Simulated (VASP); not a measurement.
Runs of VASP 6.6.1 on TePb. The structure is that of space group Pm-3m (No. 221), or close to it. The cells are those of the table. 

```csv
level,potentials or basis,cell,k mesh,smearing,gap on the mesh (eV),pressure (GPa)
PBE,"VASP PAW PBE potentials, release 64 (Te, Pb_d)","a = 4.002 Å, 2 atoms",2 × 2 × 2,gaussian 0.1 eV,none,(a)
PBE,"VASP PAW PBE potentials, release 64 (Te, Pb_d)","a = 4.002 Å, 2 atoms",3 × 3 × 3,gaussian 0.1 eV,0.78,0.6
PBE,"VASP PAW PBE potentials, release 64 (Te, Pb_d)","a = 4.002 Å, 2 atoms",1 × 1 × 1,gaussian 0.1 eV,(c),6.3
PBE,"VASP PAW PBE potentials, release 64 (Te, Pb_d)","a = 4.002 Å, 2 atoms","1 × 1 × 1, shifted",gaussian 0.1 eV,0.27,8.9
PBEsol,"VASP PAW PBE potentials, release 64 (Te, Pb_d)","a = 4.002 Å, 2 atoms",1 × 1 × 1,gaussian 0.1 eV,5.67,(b)
LDA,"VASP PAW LDA potentials, release 64 (Te, Pb_d)","a = 4.002 Å, 2 atoms",1 × 1 × 1,gaussian 0.1 eV,(d),2.3
PBE,"VASP PAW PBE potentials, release 64 (Te, Pb_d)","a = 4.002 Å, 2 atoms",2 × 4 × 1,gaussian 0.1 eV,none,9.8
PBE,"VASP PAW PBE potentials, release 64 (Te, Pb_d)","a = 3.664 Å, 2 atoms",4 × 4 × 4,methfessel-paxton 0.136057 eV,none,18.6
```

Alike in all rows: task single point; no spin polarisation; cutoff (eV) 500.

Problem. Fill in the values left out.

Solution. (a) 2.4; (b) 3.7; (c) 5.82; (d) 5.57.

Caveats: all runs use coarse meshes; spin-orbit coupling is left out, which moves the levels of the heavy elements; the PAW data sets were made with another functional, which shifts forces and pressure a little (some runs).

A k mesh can miss the band edges, and the runs leave out spin-orbit coupling on Pb, Te.

A gap of «none» marks levels without a gap at the run's occupations.
